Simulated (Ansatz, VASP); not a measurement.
## AlP in VASP and in Ansatz

POSCAR

```
AlP
1.0
    2.7603694156      2.7603694156      0.0000000000
   -2.7603694156      2.7603694156      0.0000000000
    0.0000000000      2.7603694156      2.7603694156
Al P
1 1
Direct
    0.0000000000      0.0000000000      0.0000000000
    0.7500000000      0.2500000000      0.5000000000
```

Contents of INCAR.step1:

```
  PREC = Accurate
  ENCUT = 550
  ISMEAR = 0
  SIGMA = 0.01
  LREAL = False
  LASPH = True
  NELM = 120
  NBANDS = 11
  GGA = PE
  ALGO = Normal
  EDIFF = 1E-5
  LWAVE = True
  LCHARG = False
  GGA_COMPAT = False
```

INCAR.step2

```
  PREC = Accurate
  ENCUT = 550
  EDIFF = 1E-6
  ISMEAR = 0
  SIGMA = 0.01
  LREAL = False
  LASPH = True
  NELM = 120
  ALGO = Normal
  ISIF = 2
  LWAVE = False
  LCHARG = False
  METAGGA = R2SCAN
  LMIXTAU = True
  NBANDS = 11
  ISTART = 1
  GGA_COMPAT = False
```

The input KPOINTS:

```
regular mesh
0
Gamma
  8 8 8
```

Input for Ansatz:

```yaml
crystal:
  lattice:
    - [2.76036941563, 2.76036941563, 0.0]
    - [-2.76036941563, 2.76036941563, 0.0]
    - [0.0, 2.76036941563, 2.76036941563]
  atoms:
    - { symbol: Al, position: [0.0, 0.0, 0.0] }
    - { symbol: P, position: [0.75, 0.25, 0.5] }
kpoints:
  mp_grid: { grid: [8, 8, 8] }
scf:
  occupations: { method: fixed }
  convergence: { dr2_threshold: 1.0e-10 }
hamiltonian:
  xc: r2scan
  pseudopotentials: { kind: paw }
output:
  forces: true
  stress: true
  eigenstates:
    kpoints:
      - [0.0, 0.0, 0.0]
      - [-0.5, 0.5, 0.0]
      - [-0.5, -0.5, -0.5]
      - [0.0, 0.0, -0.5]
      - [0.0, -0.5, -0.5]
      - [0.0, 0.5, 0.0]
      - [-0.5, 0.0, 0.0]
      - [-0.5, 0.0, -0.5]
  eigenvalues: true
```

Alike in both runs: task single point; functional r2SCAN; k mesh 8 × 8 × 8; no spin polarisation.

```csv
,VASP,Ansatz
version,VASP 6.6.1,Ansatz 0.2.0
potentials or method,"VASP PAW PBE potentials, release 64 (Al, P)","PAW with Ansatz's default frozen-core files, scalar-relativistic"
plane-wave cutoff (eV),550,500
occupations,"gaussian, width 0.01 eV",fixed
valence electrons in the cell,8,8
```

|  | VASP | Ansatz | Ansatz less VASP |
| --- | --- | --- | --- |
| gap on the k mesh at the Fermi level (eV) | 1.97 | 1.97 | -0.002 |
| pressure (GPa) | -2.3 | -2.0 | +0.29 |

VASP's potentials were made for PBE, not for r2SCAN.
